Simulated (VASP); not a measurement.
# SrO (I-4m2) in VASP: a series of runs

The runs below take SrO through single point, with PBE, r2SCAN.

Program: VASP 6.6.1. These are calculated values, not measurements. Logs are shortened: lines on timing, memory, paths and dates and some standing lists are left out, and cuts for length are marked.

### 1 The cell of the first run

Symmetry: I-4m2, No. 119, tetragonal system. Conventional cell: a = 3.949 Å, b = 3.949 Å, c = 5.285 Å, α = 90.00°, β = 90.00°, γ = 90.00°. Sr (site symmetry -4m2) has 4 O at 2.38 Å within 3.1 Å. O (site symmetry -4m2) has 4 Sr at 2.38 Å within 3.1 Å.

### 2 Single point, PBE (uniaxial x strain -5.4%)

Contents of INCAR:

```
ALGO     = Normal         # electronic algorithm
EDIFF    = 1E-7           # SCF threshold, eV
ENCUT    = 520            # plane-wave cutoff, eV
GGA      = PE             # functional
ISIF     = 2              # what is computed and relaxed
ISMEAR   = -1             # smearing method
LASPH    = True           # aspherical terms in the spheres
LCHARG   = False          # write CHGCAR
LREAL    = False          # projectors in reciprocal space
LWAVE    = False          # write WAVECAR
NBANDS   = 15             # bands
NELM     = 80             # most SCF steps
PREC     = Accurate       # precision mode
SIGMA    = 0.02           # smearing width, eV
```

Contents of KPOINTS:

```
k-points
0
Gamma
  8 8 8
```

Contents of POSCAR:

```
SrO
1.0
    0.0000000000      2.7922805169      2.7922805169
    2.6426142812      0.0000000000      2.7922805169
    2.6426142812      2.7922805169      0.0000000000
Sr O
1 1
Direct
    0.0000000000      0.0000000000      0.0000000000
    0.2500000000      0.2500000000      0.2500000000
```

Potentials or basis: VASP PAW PBE potentials, release 64 (Sr_sv, O).

Started as:

```bash
$ cat potpaw_PBE.64/Sr_sv/POTCAR potpaw_PBE.64/O/POTCAR > POTCAR
$ mpirun -np 1 vasp_std > vasp.out
```

OUTCAR:

```text
EDIFF = 1E-7
   ENCUT = 520
   GGA = PE
   ISIF = 2
   ISMEAR = -1
   LASPH = True
   LREAL = False
   NELM = 80
   PREC = Accurate

 ion  position               nearest neighbor table
   1  0.000  0.000  0.000-   2 2.38   2 2.38   2 2.38   2 2.38
   2  0.250  0.250  0.250-   1 2.38   1 2.38   1 2.38   1 2.38

  LATTYP: Found a body centered tetragonal cell.
 ALAT       =     3.9488809770
 C/A-ratio  =     1.3384117154

  Lattice vectors:

 A1 = (  -2.6426142812,   0.0000000000,  -2.7922805169)
 A2 = (  -2.6426142812,   0.0000000000,   2.7922805169)
 A3 = (   2.6426142812,   2.7922805169,   0.0000000000)

Analysis of symmetry for initial positions (statically):
=====================================================================
 Subroutine PRICEL returns:
 Original cell was already a primitive cell.

 Routine SETGRP: Setting up the symmetry group for a
 body centered tetragonal supercell.

 Subroutine GETGRP returns: Found  8 space group operations
 (whereof  8 operations were pure point group operations)
 out of a pool of 16 trial point group operations.

The static configuration has the point symmetry D_2d.

Analysis of symmetry for dynamics (positions and initial velocities):
=====================================================================
 Subroutine PRICEL returns:
 Original cell was already a primitive cell.

 Routine SETGRP: Setting up the symmetry group for a
 body centered tetragonal supercell.

 Subroutine GETGRP returns: Found  8 space group operations
 (whereof  8 operations were pure point group operations)
 out of a pool of 16 trial point group operations.

The dynamic configuration has the point symmetry D_2d.

 Subroutine INISYM returns: Found  8 space group operations
 (whereof  8 operations are pure point group operations),
 and found     1 'primitive' translations

----------------------------------------------------------------------------------------

                                     Primitive cell

  volume of cell :      41.2080

  direct lattice vectors                    reciprocal lattice vectors
     0.000000000  2.792280517  2.792280517    -0.189206576  0.179065104  0.179065104
     2.642614281  0.000000000  2.792280517     0.189206576 -0.179065104  0.179065104
     2.642614281  2.792280517  0.000000000     0.189206576  0.179065104 -0.179065104

  length of vectors
     3.948880977  3.844507865  3.844507865     0.316113510  0.316113510  0.316113510

  position of ions in fractional coordinates (direct lattice)
     0.000000000  0.000000000  0.000000000
     0.250000000  0.250000000  0.250000000
[... 83 lines left out ...]
   ISIF   =      2    stress and relaxation
   ISYM   =      2    0-nonsym 1-usesym 2-fastsym
   POTIM  = 0.5000    time-step for ionic-motion
   TEBEG  =    0.0;   TEEND  =   0.0 temperature during run
   PSTRESS=    0.0 pullay stress
   NELECT =      16.0000    total number of electrons
   NUPDOWN=      -1.0000    fix difference up-down
   EMIN   =  10.00;   EMAX   =-10.00  energy-range for DOS
   EFERMI =   0.00;   METHOD = LEGACY
   ISMEAR =    -1;   SIGMA  =   0.02  broadening in eV -4-tet -1-fermi 0-gaus
   EFERMI_NEDOS =   21; number of points for ismear=-14 and -15
   IALGO  =     38    algorithm
   IMIX   =      4    mixing-type and parameters
     AMIX     =   0.40;   BMIX     =  1.00
     AMIX_MAG =   1.60;   BMIX_MAG =  1.00
  volume/ion in A,a.u.               =      20.60       139.04
  Fermi-wavevector in a.u.,A,eV,Ry     =   1.194320  2.256938 19.407369  1.426401
  Thomas-Fermi vector in A             =   2.330313
   LORBIT       =      0    0 simple, 1 ext, 2 COOP (PROOUT), +10 PAW based schemes
   GGA     = PE    functional components
   LHFCALC =     F    Hartree Fock is set to
   AEXX    =    0.0000 exact exchange contribution
   IVDW    =     0    specifies the selected vdW correction
   LEPSILON=     F    determine dielectric tensor
   LRPA    =     F    only Hartree local field effects (RPA)
 non-spin polarized calculation
  energy-cutoff  :      520.00
  volume of cell :       41.21
 maximum number of plane-waves:      1130
 NGX is ok and might be reduce to    30
   NGX = 15   NGY = 15   NGZ = 15

 number of electron      15.9999996 magnetization

 Free energy of the ion-electron system (eV)
  ---------------------------------------------------
  ext. energy  EPLUGINS =         0.00000000
  ---------------------------------------------------
  free energy    TOTEN  =       -11.71029825 eV

  energy without entropy =      -11.71029825  energy(sigma->0) =      -11.71029825

 E-fermi :   1.1038     XC(G=0):  -8.8601

 val. band max:        0.5601115763   @ k =   0.5000  -0.2500   0.2500
 cond. band min:       3.1886999273   @ k =   0.0000   0.0000   0.0000
 fundamental gap:      2.6285883509
 Fermi energy:         1.1037853588

 k-point     1 :       0.0000    0.0000    0.0000
  band No.  band energies     occupation
      1     -31.5214      2.00000
      2     -14.3436      2.00000
      3     -13.3950      2.00000
      4     -13.3846      2.00000
      5     -13.3846      2.00000
      6      -0.4470      2.00000
      7      -0.4470      2.00000
      8      -0.4229      2.00000
      9       3.1887      0.00000
     10       8.4544      0.00000
     11       9.0464      0.00000
     12       9.9887      0.00000
     13       9.9887      0.00000
     14      10.6582      0.00000
[... 401 lines left out ...]
      2     -15.4172      2.00000
      3     -13.5711      2.00000
      4     -13.4622      2.00000
      5     -12.4242      2.00000
      6      -0.4674      2.00000
      7      -0.2113      2.00000
      8      -0.1241      2.00000
      9       5.2692      0.00000
     10       7.5497      0.00000
     11       7.7604      0.00000
     12       9.5454      0.00000
     13      11.1730      0.00000
     14      11.1764      0.00000
     15      13.3485      0.00000

 [... further k-points ...]
[... 5 lines left out ...]
  --------------------------------------------------------------------------------------
  -------------------------------------------------------------------------------------
  Total        1.3876675      1.3893275      1.3893275      0.0000000      0.0000000      0.0000000
  in kB       53.9528189     54.0173601     54.0173601      0.0000000      0.0000000      0.0000000
  external PRESSURE =      53.9958464 kB  Pullay stress =       0.0000000 kB

 VOLUME and BASIS-vectors are now :
 -----------------------------------------------------------------------------
  energy-cutoff  :      520.00
  volume of cell :       41.21
      direct lattice vectors                 reciprocal lattice vectors
     0.000000000  2.792280517  2.792280517    -0.189206576  0.179065104  0.179065104
     2.642614281  0.000000000  2.792280517     0.189206576 -0.179065104  0.179065104
     2.642614281  2.792280517  0.000000000     0.189206576  0.179065104 -0.179065104

 POSITION                                       TOTAL-FORCE (eV/Angst)
 -----------------------------------------------------------------------------------
      0.00000      0.00000      0.00000         0.000000     -0.000000     -0.000000
      1.32131      1.39614      1.39614        -0.000000      0.000000      0.000000
 -----------------------------------------------------------------------------------
    total drift:                               -0.000000      0.000000      0.000000

  FREE ENERGIE OF THE ION-ELECTRON SYSTEM (eV)
  ---------------------------------------------------
  free  energy   TOTEN  =       -11.7102982453 eV

  energy  without entropy=      -11.7102982453  energy(sigma->0) =      -11.71029825
```

OSZICAR:

```text
N       E                     dE             d eps       ncg     rms          rms(c)
DAV:   1     0.743763543917E+02    0.74376E+02   -0.82415E+03  1770   0.102E+03
DAV:   2    -0.108822686834E+02   -0.85259E+02   -0.78432E+02  2460   0.219E+02
DAV:   3    -0.147348983460E+02   -0.38526E+01   -0.38361E+01  2370   0.432E+01
DAV:   4    -0.148411158505E+02   -0.10622E+00   -0.10620E+00  2289   0.653E+00
DAV:   5    -0.148427754618E+02   -0.16596E-02   -0.16596E-02  2384   0.671E-01    0.195E+01
DAV:   6    -0.118899600833E+02    0.29528E+01   -0.99374E+00  1791   0.230E+01    0.206E+01
DAV:   7    -0.117246389616E+02    0.16532E+00   -0.53691E-01  1848   0.602E+00    0.106E+01
DAV:   8    -0.116995775301E+02    0.25061E-01   -0.14899E-01  2134   0.352E+00    0.161E+00
DAV:   9    -0.117070857723E+02   -0.75082E-02   -0.65860E-03  2218   0.614E-01    0.327E-01
DAV:  10    -0.117101308919E+02   -0.30451E-02   -0.24952E-03  1847   0.335E-01    0.584E-02
DAV:  11    -0.117102494775E+02   -0.11859E-03   -0.15410E-04  2190   0.820E-02    0.710E-02
DAV:  12    -0.117102983171E+02   -0.48840E-04   -0.58135E-05  1861   0.570E-02    0.110E-02
DAV:  13    -0.117102978276E+02    0.48955E-06   -0.15830E-06  2295   0.131E-02    0.757E-03
DAV:  14    -0.117102981973E+02   -0.36970E-06   -0.80020E-07  1882   0.640E-03    0.206E-03
DAV:  15    -0.117102982453E+02   -0.48006E-07   -0.41439E-08  1781   0.186E-03
   1 F= -.11710298E+02 E0= -.11710298E+02  d E =-.217968E-13
```

It took 25 s on 1 thread of Intel Xeon Platinum 8488C (Sapphire Rapids), shared host; peak memory 0.19 GiB.

What came out:

```
Free energy            : -11.7103 eV
Pressure               : 5.4 GPa
Band gap on the k mesh : 2.63 eV, indirect (least direct gap 3.61 eV)
```

Caveat: the cell differs from its parent crystal (uniaxial x strain -5.4%).

### 3 Single point, PBE (epitaxial xy strain -5.0%)

Contents of INCAR:

```
  PREC = Accurate
  ENCUT = 520
  EDIFF = 1E-6
  ISMEAR = -1
  SIGMA = 0.02
  LREAL = F
  LASPH = T
  NELM = 60
  ALGO = Normal
  ISIF = 2
  LWAVE = F
  LCHARG = F
  GGA = PE
  NBANDS = 15
```

Contents of KPOINTS:

```
regular mesh
0
Gamma
  8 8 8
```

Contents of POSCAR:

```
SrO
1.0
    0.0000000000      2.6529457192      2.9935933849
    2.6529457192      0.0000000000      2.9935933849
    2.6529457192      2.6529457192      0.0000000000
Sr O
1 1
Direct
    0.0000000000      0.0000000000      0.0000000000
    0.2500000000      0.2500000000      0.2500000000
```

Potentials or basis: VASP PAW PBE potentials, release 64 (Sr_sv, O).

Started as:

```bash
$ cat potpaw_PBE.64/Sr_sv/POTCAR potpaw_PBE.64/O/POTCAR > POTCAR
$ mpirun -np 1 vasp_std > vasp.out
```

Run time: 20 s. Hardware: 1 thread of Intel Xeon Platinum 8488C (Sapphire Rapids), shared host; peak memory 0.18 GiB.

Results (log left out):

- Free energy: -11.7183 eV
- Pressure: 3.2 GPa
- Band gap on the k mesh: 2.54 eV, indirect (least direct gap 3.43 eV)

Stress tensor (GPa, compression positive):
```
3.97 0.00 0.00
0.00 3.97 0.00
0.00 0.00 1.51
```

Levels at points of the mesh, in eV from the valence-band top:
| k point | band 5 | band 6 | band 7 | band 8 | band 9 | band 10 | band 11 | band 12 |
| --- | --- | --- | --- | --- | --- | --- | --- | --- |
| (0.00, 0.00, 0.00) | -14.08 | -0.98 | -0.89 | -0.89 | 2.54 | 7.34 | 8.49 | 8.74 |
| (0.50, 0.00, 0.00) | -13.05 | -0.82 | -0.71 | -0.50 | 5.33 | 7.17 | 7.54 | 7.81 |
| (0.50, 0.50, 0.00) | -12.48 | -1.55 | 0.00 | 0.00 | 4.32 | 5.46 | 9.82 | 10.04 |
| (0.50, 0.00, 0.50) | -12.84 | -1.54 | -0.17 | -0.06 | 4.74 | 5.67 | 9.78 | 9.78 |

Caveat: the cell differs from its parent crystal (epitaxial xy strain -5.0%). A k mesh can miss the band edges.

### 4 Single point, r2SCAN (uniaxial x strain -5.4%)

Contents of POSCAR:

```
SrO
1.0
    0.0000000000      2.7922805169      2.7922805169
    2.6426142812      0.0000000000      2.7922805169
    2.6426142812      2.7922805169      0.0000000000
Sr O
1 1
Direct
    0.0000000000      0.0000000000      0.0000000000
    0.2500000000      0.2500000000      0.2500000000
```

Contents of INCAR.step1:

```
SYSTEM = SrO
  PREC = Accurate
  ENCUT = 520
  ISMEAR = 0
  SIGMA = 0.01
  LREAL = .FALSE.
  LASPH = .TRUE.
  NELM = 80
  NBANDS = 15
  GGA = PE
  ALGO = Normal
  EDIFF = 1E-4
  LWAVE = .TRUE.
  LCHARG = .FALSE.
```

Contents of INCAR.step2:

```
SYSTEM = SrO
  PREC = Accurate
  ENCUT = 520
  EDIFF = 1E-6
  ISMEAR = 0
  SIGMA = 0.01
  LREAL = .FALSE.
  LASPH = .TRUE.
  NELM = 80
  ALGO = Normal
  ISIF = 2
  LWAVE = .FALSE.
  LCHARG = .TRUE.
  METAGGA = R2SCAN
  LMIXTAU = .TRUE.
  LELF = .TRUE.
  LVHAR = .TRUE.
  NBANDS = 15
  ISTART = 1
```

Contents of KPOINTS:

```
regular mesh
0
G
  8 8 8
  0 0 0
```

Started as:

```bash
$ cat potpaw_PBE.64/Sr_sv/POTCAR potpaw_PBE.64/O/POTCAR > POTCAR
$ cp INCAR.step1 INCAR
$ mpirun -np 1 vasp_std > vasp.out
$ cp INCAR.step2 INCAR
$ mpirun -np 1 vasp_std > vasp.out
```

Wall time 1.7 min (1 thread of Intel Xeon Platinum 8488C (Sapphire Rapids), shared host); peak memory 0.19 GiB.

Results (log left out):

| Property | Result |
| --- | --- |
| Free energy | -26.5947 eV |
| Pressure | 4.5 GPa |
| Band gap on the k mesh | 3.02 eV, indirect (least direct gap 4.00 eV) |

Stress tensor (GPa, compression positive):
```
4.41 0.00 0.00
0.00 4.53 0.00
0.00 0.00 4.53
```

Levels at points of the mesh, in eV from the valence-band top:
```
           k point  band 5  band 6  band 7  band 8  band 9  band 10  band 11  band 12
(0.00, 0.00, 0.00)  -14.39   -1.01   -1.01   -0.98    3.02     8.53     9.13    10.03
(0.50, 0.00, 0.00)  -13.52   -0.76   -0.69   -0.61    5.77     7.87     8.26     8.47
(0.50, 0.50, 0.00)  -13.09   -1.57   -0.06   -0.02    4.93     6.23    10.60    10.83
(0.00, 0.50, 0.50)  -13.26   -1.57   -0.06   -0.06    5.12     6.38    10.58    10.85
```

Caveat: the cell differs from its parent crystal (uniaxial x strain -5.4%); the PAW data sets were made with another functional, which shifts forces and pressure a little. A k mesh can miss the band edges.

### 5 Single point, r2SCAN (epitaxial xy strain -5.0%)

Contents of POSCAR:

```
SrO
1.0
    0.0000000000      2.6529457192      2.9935933849
    2.6529457192      0.0000000000      2.9935933849
    2.6529457192      2.6529457192      0.0000000000
Sr O
1 1
Direct
    0.0000000000      0.0000000000      0.0000000000
    0.2500000000      0.2500000000      0.2500000000
```

INCAR.step1 is that of step 4.

Edit INCAR.step2 of step 4 so:

```diff
@@ -12,7 +12,5 @@
   LWAVE = .FALSE.
-  LCHARG = .TRUE.
+  LCHARG = .FALSE.
   METAGGA = R2SCAN
   LMIXTAU = .TRUE.
-  LELF = .TRUE.
-  LVHAR = .TRUE.
   NBANDS = 15
```

KPOINTS is that of step 4.

Started as:

```bash
$ cat potpaw_PBE.64/Sr_sv/POTCAR potpaw_PBE.64/O/POTCAR > POTCAR
$ cp INCAR.step1 INCAR
$ mpirun -np 1 vasp_std > vasp.out
$ cp INCAR.step2 INCAR
$ mpirun -np 1 vasp_std > vasp.out
```

Run time: 1.7 min. Hardware: 1 thread of Intel Xeon Platinum 8488C (Sapphire Rapids), shared host; peak memory 0.19 GiB.

It converged, with:

```
Free energy            : -26.5984 eV
Pressure               : 2.2 GPa
Band gap on the k mesh : 2.94 eV, indirect (least direct gap 3.82 eV)
```

Stress tensor (GPa, compression positive):
```
2.96 0.00 0.00
0.00 2.96 0.00
0.00 0.00 0.61
```

Levels at points of the mesh, in eV from the valence-band top:
```tsv
k point	band 5	band 6	band 7	band 8	band 9	band 10	band 11	band 12
(0.00, 0.00, 0.00)	-14.52	-0.98	-0.89	-0.89	2.94	7.95	9.05	9.39
(0.50, 0.00, 0.00)	-13.66	-0.81	-0.70	-0.50	5.72	7.67	8.11	8.40
(0.50, 0.50, 0.00)	-13.08	-1.52	0.00	0.00	4.67	5.93	10.49	10.73
(0.50, 0.00, 0.50)	-13.45	-1.53	-0.17	-0.06	5.09	6.15	10.40	10.46
```

Caveat: the cell differs from its parent crystal (epitaxial xy strain -5.0%); the PAW data sets were made with another functional, which shifts forces and pressure a little.

### 6 Summary

```csv
level,cell,smearing,gap on the mesh (eV),pressure (GPa)
PBE,"a = 3.949, b = 3.845, c = 3.845 Å, angles 61.8, 59.1, 59.1°, 2 atoms",fermi-dirac 0.02 eV,2.63,5.4
PBE,"a = 4.000, b = 4.000, c = 3.752 Å, angles 62.0, 62.0, 55.9°, 2 atoms",fermi-dirac 0.02 eV,2.54,3.2
r2SCAN,"a = 3.949, b = 3.845, c = 3.845 Å, angles 61.8, 59.1, 59.1°, 2 atoms",gaussian 0.01 eV,3.02,4.5
r2SCAN,"a = 4.000, b = 4.000, c = 3.752 Å, angles 62.0, 62.0, 55.9°, 2 atoms",gaussian 0.01 eV,2.94,2.2
```

Alike in all rows: task single point; potentials or basis VASP PAW PBE potentials, release 64 (Sr_sv, O); no spin polarisation; k mesh 8 × 8 × 8; cutoff (eV) 520.

Caveats: the PAW data sets were made with another functional, which shifts forces and pressure a little (some runs).

Total energies depend on the potentials used, so only differences within one code and one set of settings carry meaning.
